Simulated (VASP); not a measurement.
Write the native input for VASP 6.6.1 that does the following.

* Task: single point
* Functional: HF
* Potentials or basis: VASP PAW PBE potentials, release 64 (Li_sv)
* Cutoff: 520 eV
* k mesh: 6 × 6 × 6
* Occupations: fermi-dirac, width 0.05 eV
* Spin: no spin polarisation
* Dipole correction: no
* Grid for exact exchange (PRECFOCK): Normal
* Further INCAR settings: ALGO = Normal; EDIFF = 1e-06; NBANDS = 8
* Share of exact exchange: 1

Li:

```
Li
1.0
    -1.86238    1.86238    1.86238
     1.86238   -1.86238    1.86238
     1.86238    1.86238   -1.86238
Li
1
Direct
  0.00000 0.00000 0.00000
```

The input as run:

POSCAR

```
Li
1.0
   -1.8623791962      1.8623791962      1.8623791962
    1.8623791962     -1.8623791962      1.8623791962
    1.8623791962      1.8623791962     -1.8623791962
Li
1
Direct
    0.0000000000      0.0000000000      0.0000000000
```

INCAR.step1

```
SYSTEM = Li
PREC = Accurate
ENCUT = 520
EDIFF = 1E-5
ISMEAR = -1
SIGMA = 0.05
LREAL = .False.
LASPH = .True.
NELM = 80
ALGO = Normal
ISIF = 2
LWAVE = .True.
LCHARG = .False.
GGA = PE
NBANDS = 8
```

INCAR.step2

```
SYSTEM = Li
PREC = Accurate
ENCUT = 520
EDIFF = 1E-6
ISMEAR = -1
SIGMA = 0.05
LREAL = .False.
LASPH = .True.
NELM = 80
ALGO = Normal
ISIF = 2
LWAVE = .False.
LCHARG = .False.
GGA = PE
LHFCALC = .True.
AEXX = 1.0
ALDAC = 0.0
AGGAC = 0.0
PRECFOCK = Normal
ISTART = 1
NBANDS = 8
```

KPOINTS

```
regular mesh
0
Gamma
  6 6 6
  0 0 0
```

Potentials or basis: VASP PAW PBE potentials, release 64 (Li_sv).

Launch:

```bash
$ cat potpaw_PBE.64/Li_sv/POTCAR > POTCAR
$ cp INCAR.step1 INCAR
$ mpirun -np 1 vasp_std > vasp.out
$ cp INCAR.step2 INCAR
$ mpirun -np 1 vasp_std > vasp.out
```

It gave:

- Band gap on the k mesh: zero (an odd number of electrons rules out a gap without spin polarisation)

Caveat: the k points lie up to 0.40 Å⁻¹ apart, too coarse for converged energies and pressures of a metal.

Run time: 2.6 min on 1 thread of Intel Xeon 8259CL (shared host), peak memory 0.14 GiB.
